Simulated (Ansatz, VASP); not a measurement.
**AlN: VASP beside Ansatz**

INCAR

```
SYSTEM = AlN
PREC = Accurate
ENCUT = 520
EDIFF = 1E-7
ISMEAR = 0
SIGMA = 0.05
LREAL = .FALSE.
LASPH = .TRUE.
NELM = 80
ALGO = Normal
ISIF = 2
LWAVE = .FALSE.
LCHARG = .FALSE.
GGA = PE
NBANDS = 36
```

Contents of KPOINTS:

```
Automatic mesh
0
G
  8 8 2
  0 0 0
```

The input POSCAR:

```
AlN
1.0
    2.2015871003     -2.2015871003      0.0000000000
    2.2015871003      0.0000000000     -2.2015871003
   12.8427381909      6.7881535064      6.7881535064
Al N
6 6
Direct
    0.6371701400     -0.3628298600      0.3958000000
    0.1232868067      0.1232868067      0.2291333333
    0.1510534733      0.1510534733      0.5624666667
    0.1788201400      0.1788201400      0.8958000000
   -0.3350631933     -0.3350631933      0.7291333333
    0.6094034733      0.6094034733      0.0624666667
    0.2656409733      0.2656409733      0.4374666667
    0.7517576400     -0.2482423600      0.2708000000
   -0.2204756933     -0.2204756933      0.6041333333
   -0.1927090267     -0.1927090267      0.9374666667
   -0.7065923600     -0.7065923600      0.7708000000
    0.2378743067      0.2378743067      0.1041333333
```

Input for Ansatz:

```yaml
crystal:
  lattice:
    - [2.2015871003, -2.2015871003, 0.0]
    - [2.2015871003, 0.0, -2.2015871003]
    - [12.8427381909, 6.7881535064, 6.7881535064]
  atoms:
    - { symbol: Al, position: [0.63717014, -0.36282986, 0.3958] }
    - { symbol: Al, position: [0.1232868067, 0.1232868067, 0.2291333333] }
    - { symbol: Al, position: [0.1510534733, 0.1510534733, 0.5624666667] }
    - { symbol: Al, position: [0.17882014, 0.17882014, 0.8958] }
    - { symbol: Al, position: [-0.3350631933, -0.3350631933, 0.7291333333] }
    - { symbol: Al, position: [0.6094034733, 0.6094034733, 0.0624666667] }
    - { symbol: "N", position: [0.2656409733, 0.2656409733, 0.4374666667] }
    - { symbol: "N", position: [0.75175764, -0.24824236, 0.2708] }
    - { symbol: "N", position: [-0.2204756933, -0.2204756933, 0.6041333333] }
    - { symbol: "N", position: [-0.1927090267, -0.1927090267, 0.9374666667] }
    - { symbol: "N", position: [-0.70659236, -0.70659236, 0.7708] }
    - { symbol: "N", position: [0.2378743067, 0.2378743067, 0.1041333333] }
basis:
  ecutwfc: 420
kpoints:
  mp_grid: { grid: [8, 8, 2] }
hamiltonian:
  xc: pbe
scf:
  occupations: { method: gaussian, width: 0.05 }
output:
  forces: true
  stress: true
  eigenvalues: true
```

Alike in both runs: task single point; functional PBE; k mesh 8 × 8 × 2; occupations gaussian, width 0.05 eV; no spin polarisation.

```csv
,VASP,Ansatz
version,VASP 6.6.1,Ansatz 0.2.0
potentials or method,"VASP PAW PBE potentials, release 64 (Al, N), cutoff 520 eV","scalar-relativistic, plane waves, PAW"
valence electrons in the cell,48,48
```

```tsv
	VASP	Ansatz	Ansatz less VASP
gap on the k mesh at the Fermi level (eV)	3.14	3.15	+0.008
least direct gap on the mesh (eV)	3.56	3.57	+0.006
pressure (GPa)	-0.6	-0.3	+0.27
traceless stress, the component that is largest in VASP (GPa)	-1.85	-1.83	+0.017
rms of the force components (eV/Å)	0.181	0.181	-0.0005
```

Atom by atom the forces differ by 0.001 eV/Å (rms over components). The functional is the same, so the differences come from potentials, cutoffs and numerics.
